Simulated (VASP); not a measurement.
Runs of VASP 6.6.1 on TiCo. The structure is that of space group Pm-3m (No. 221), or close to it. The cells are those of the table. 

```tsv
cell	gap on the mesh (eV)	pressure (GPa)	moment (μB)
a = 2.986, b = 3.143 Å, 2 atoms	none	-8.2	0.85
a = 2.986, b = 3.120 Å, 2 atoms	none	-7.2	0.85
a = 2.986, b = 3.076 Å, 2 atoms	none	(b)	0.86
a = 2.986, b = 3.031 Å, 2 atoms	none	(a)	0.87
```

Alike in all rows: task single point; level PBE; potentials or basis VASP PAW PBE potentials, release 64 (Ti_sv, Co); spin collinear, ferromagnetic start; k mesh 16 × 16 × 16; cutoff (eV) 520; smearing gaussian 0.15 eV.

**Question.** Estimate the missing entries.

**Answer.** (a) -3.0; (b) -5.1.

Caveats: the stress differs along the axes, from -12 to -6 GPa (at least some runs); the stress differs along the axes, from -11 to -5 GPa (at least some runs); the cell stands under tension (at least some runs).

A gap of «none» marks levels without a gap at the run's occupations.
